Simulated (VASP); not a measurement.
A run of VASP 6.6.1:

INCAR

```
SYSTEM = WS2
PREC = Accurate ; ENCUT = 600
EDIFF = 1E-7 ; ISMEAR = -1
SIGMA = 0.03 ; LREAL = .FALSE.
LASPH = .TRUE. ; NELM = 60
ALGO = Normal ; ISIF = 3
LWAVE = .FALSE. ; LCHARG = .FALSE.
GGA = PS ; IBRION = 2
NSW = 100 ; EDIFFG = -0.01
```

Contents of KPOINTS:

```
Automatic mesh
0
G
  6 6 4
  0 0 0
```

POSCAR

```
WS2
1.0
    4.0267138800      0.0000000000      0.0000000000
   -2.0133569400      3.4872365139      0.0000000000
    0.0000000000      0.0000000000      6.1899139560
W S
1 2
Direct
    0.0000000000      0.0000000000      0.0000000000
    0.3333333333      0.6666666667      0.2643343655
    0.6666666667      0.3333333333      0.7356656345
```

Potentials or basis: VASP PAW PBE potentials, release 64 (W_sv, S).

Command:

```bash
$ cat potpaw_PBE.64/W_sv/POTCAR potpaw_PBE.64/S/POTCAR > POTCAR
$ mpirun -np 1 vasp_std > vasp.out
```

Hardware: 1 thread of Intel(R) Xeon(R) Platinum 8488C (Sapphire Rapids), with other jobs on the host.

Q: Estimate the wall time of this run.

A: Wall time 7.7 min on 1 thread of Intel(R) Xeon(R) Platinum 8488C (Sapphire Rapids), on a shared host, peak memory 0.25 GiB. Counts: scf iterations 203, k points 24, ion steps 21.
